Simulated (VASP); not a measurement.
Here is a VASP 6.6.1 calculation.

Contents of INCAR:

```
SYSTEM = SrO
PREC     = Accurate       ! precision mode
ENCUT    = 600            ! plane-wave cutoff, eV
EDIFF    = 1E-6           ! SCF threshold, eV
ISMEAR   = 0              ! smearing method
SIGMA    = 0.01           ! smearing width, eV
LREAL    = .False.        ! projectors in reciprocal space
LASPH    = .True.         ! aspherical terms in the spheres
NELM     = 120            ! most SCF steps
ALGO     = Normal         ! electronic algorithm
ISIF     = 2              ! what is computed and relaxed
LWAVE    = .False.        ! write WAVECAR
LCHARG   = .True.         ! write CHGCAR
GGA      = PS             ! functional
LELF     = .True.         ! ELF
LVHAR    = .True.       
NBANDS   = 15             ! bands
GGA_COMPAT= .False.
```

File KPOINTS:

```
Automatic mesh
0
Gamma
  6 6 6
  0 0 0
```

POSCAR

```
SrO
1.0
   -0.0289900622      2.5579500636      2.5579500636
    2.5579500636     -0.0289900622      2.5579500636
    2.5579500636      2.5579500636     -0.0289900622
Sr O
1 1
Direct
    0.0000000000      0.0000000000      0.0000000000
    0.5000000000      0.5000000000      0.5000000000
```

Potentials or basis: VASP PAW PBE potentials, release 64 (Sr_sv, O).

Command:

```console
$ cat potpaw_PBE.64/Sr_sv/POTCAR potpaw_PBE.64/O/POTCAR > POTCAR
$ mpirun -np 1 vasp_std > vasp.out
```

(1) Predict the band gap on the k mesh.

(2) Predict the pressure.

## Answers

(1) 3.13 eV (least direct gap 3.23 eV).

(2) -0.7 GPa.

Caveat: the PAW data sets were made with another functional, which shifts forces and pressure a little.
